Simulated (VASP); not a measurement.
Write the native input for VASP 6.6.1 that does the following.

| Item | Value |
| --- | --- |
| Task | single point |
| Functional | PBE |
| Potentials or basis | VASP PAW PBE potentials, release 64 (Mo_sv, Se, Zn) |
| Cutoff | 520 eV |
| k mesh | 9 × 9 × 2 |
| Occupations | fermi-dirac, width 0.05 eV |
| Spin | no spin polarisation |
| Dipole correction | no |
| Further INCAR settings | ALGO = Normal; EDIFF = 1e-06; NBANDS = 41 |

The structure of ZnMo2Se4 lies in POSCAR:

```
ZnMo2Se4
1.0
    3.2911317401      0.0000000000      0.0000000000
   -1.6455658701      2.8502036941      0.0000000000
    0.0000000000      0.0000000000     17.7554322439
Mo Se Zn
2 4 1
Direct
    0.6666666667      0.3333333333      0.2392630000
    0.0000000000      0.0000000000      0.7732790000
    0.0000000000      0.0000000000      0.3332870000
    0.6666666667      0.3333333333      0.6788960000
    0.6666666667      0.3333333333      0.8669470000
    0.0000000000      0.0000000000      0.1453890000
    0.0000000000      0.0000000000      0.5199400000
```

These files were run (other wordings do the same):

INCAR

```
SYSTEM = ZnMo2Se4
PREC = Accurate
ENCUT = 520
EDIFF = 1E-6
ISMEAR = -1
SIGMA = 0.05
LREAL = .False.
LASPH = .True.
NELM = 100
ALGO = Normal
ISIF = 2
LWAVE = .False.
LCHARG = .False.
GGA = PE
NBANDS = 41
```

KPOINTS

```
Automatic mesh
0
Gamma
  9 9 2
  0 0 0
```

Potentials or basis: VASP PAW PBE potentials, release 64 (Mo_sv, Se, Zn).

Run with:

```console
$ cat potpaw_PBE.64/Mo_sv/POTCAR potpaw_PBE.64/Se/POTCAR potpaw_PBE.64/Zn/POTCAR > POTCAR
$ mpirun -np 1 vasp_std > vasp.out
```

Results of the run:

The pressure is 1.5 GPa. The largest force is 0.268 eV/Å and the band gap on the k mesh is 0.20 eV (least direct gap 0.22 eV).

Wall time 4.7 min on 1 thread of Oxide Virtual Turin-like Processor, with other jobs on the host, peak memory 0.33 GiB.
